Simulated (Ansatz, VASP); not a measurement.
Two plane-wave programs on InSbTe3

The input INCAR:

```
PREC = Accurate
ENCUT = 600
EDIFF = 1E-6
ISMEAR = 0
SIGMA = 0.1
LREAL = False
LASPH = True
NELM = 80
ALGO = Normal
ISIF = 3
LWAVE = False
LCHARG = False
GGA = PE
IBRION = 2
NSW = 90
EDIFFG = -0.04
```

KPOINTS

```
regular mesh
0
Gamma
  4 4 4
```

POSCAR

```
InSbTe3
1.0
    5.1873383900      0.0000000000      0.0000000000
    0.0000000000      5.1873383900      0.0000000000
    0.0000000000      0.0000000000      5.1873383900
In Sb Te
1 1 3
Direct
    0.5000000000      0.5000000000      0.5000000000
    0.0000000000      0.0000000000      0.0000000000
    0.5000000000      0.0000000000      0.0000000000
    0.0000000000      0.5000000000      0.0000000000
    0.0000000000      0.0000000000      0.5000000000
```

Input for Ansatz:

```yaml
crystal:
  lattice:
    - [5.18733839, 0.0, 0.0]
    - [0.0, 5.18733839, 0.0]
    - [0.0, 0.0, 5.18733839]
  atoms:
    - { symbol: In, position: [0.5, 0.5, 0.5] }
    - { symbol: Sb, position: [0.0, 0.0, 0.0] }
    - { symbol: Te, position: [0.5, 0.0, 0.0] }
    - { symbol: Te, position: [0.0, 0.5, 0.0] }
    - { symbol: Te, position: [0.0, 0.0, 0.5] }
basis:
  ecutwfc: 420
kpoints:
  mp_grid: { grid: [4, 4, 4] }
hamiltonian:
  xc: pbe
scf:
  occupations: { method: gaussian, width: 0.1 }
  lower_state_search: "off"
output:
  forces: true
  stress: true
  eigenvalues: true
relax:
  adjacent_minimum: "off"
  f_tol: 0.04
  max_steps: 70
  cell: { stress_tol: 0.4 }
```

Change from the starting cell: species swapped into the KMnF3 type (Pm-3m, No. 221).

Alike in both runs: task relaxation of cell and atoms; functional PBE; k mesh 4 × 4 × 4; occupations gaussian, width 0.1 eV; no spin polarisation.

```csv
,VASP,Ansatz
version,VASP 6.6.1,Ansatz 0.2.0
potentials or method,"VASP PAW PBE potentials, release 64 (In_d, Sb, Te), cutoff 600 eV","scalar-relativistic, plane waves, PAW"
valence electrons in the cell,36,76
```

VASP gave:

| Property | Result |
| --- | --- |
| gap on the k mesh at the Fermi level, each at its own relaxed structure (eV) | none |
| relaxed volume (Å³/atom) | 39.79 |
| relaxed length of the cell vector where the two differ most in proportion (Å) | 5.838 |

**Question.** Which values does Ansatz return?

**Answer.** gap on the k mesh at the Fermi level, each at its own relaxed structure (eV): none; relaxed volume (Å³/atom): 39.17; relaxed length of the cell vector where the two differ most in proportion (Å): 5.807.

A gap of «none» marks a metal or a gap that the smearing closes. VASP's potentials hold 36 valence electrons a cell and Ansatz's 76, so a difference there can come from the potentials and not from the codes.

Neither program's run includes spin-orbit coupling. Noted on VASP's run: the volume moved by over 15 % at a fixed basis, so the end points are rough.
